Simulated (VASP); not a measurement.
Set up this calculation in VASP 6.6.1, as the native input.

- Task: single point
- Functional: PBEsol
- Potentials or basis: VASP PAW PBE potentials, release 64 (Si, Mo_sv)
- Cutoff: 520 eV
- k mesh: 8 × 8 × 8
- Occupations: gaussian, width 0.15 eV
- Spin: no spin polarisation
- Dipole correction: no
- Further INCAR settings: ALGO = Fast; EDIFF = 1e-06; NBANDS = 56

The structure of SiMo3 lies in POSCAR:

```
SiMo3
1.0
    4.8615851671      0.0000000000      0.0000000000
    0.0000000000      4.8615851671      0.0000000000
    0.0000000000      0.0000000000      4.8615851671
Si Mo
2 6
Direct
    0.0000000000      0.0000000000      0.0000000000
    0.5000000000      0.5000000000      0.5000000000
    0.2500000000      0.0000000000      0.5000000000
    0.5000000000      0.7500000000      0.0000000000
    0.7500000000      0.0000000000      0.5000000000
    0.5000000000      0.2500000000      0.0000000000
    0.0000000000      0.5000000000      0.7500000000
    0.0000000000      0.5000000000      0.2500000000
```

These files were run (other wordings do the same):

INCAR

```
PREC = Accurate
ENCUT = 520
EDIFF = 1E-6
ISMEAR = 0
SIGMA = 0.15
LREAL = F
LASPH = T
NELM = 100
ALGO = Fast
ISIF = 2
LWAVE = F
LCHARG = F
GGA = PS
NBANDS = 56
```

KPOINTS

```
Automatic mesh
0
Gamma
  8 8 8
```

Potentials or basis: VASP PAW PBE potentials, release 64 (Si, Mo_sv).

The run is started by

```sh
$ cat potpaw_PBE.64/Si/POTCAR potpaw_PBE.64/Mo_sv/POTCAR > POTCAR
$ mpirun -np 1 vasp_std > vasp.out
```

Results of the run:

```json
{
  "Pressure": "0.6 GPa",
  "Band gap on the k mesh": "zero (bands 46 and 47 overlap by 2.48 eV)"
}
```

Caveat: the PAW data sets were made with another functional, which shifts forces and pressure a little.

Wall time 91 s on 1 thread of Intel(R) Xeon(R) 6975P-C (Granite Rapids), with other jobs on the host, peak memory 0.3 GiB.
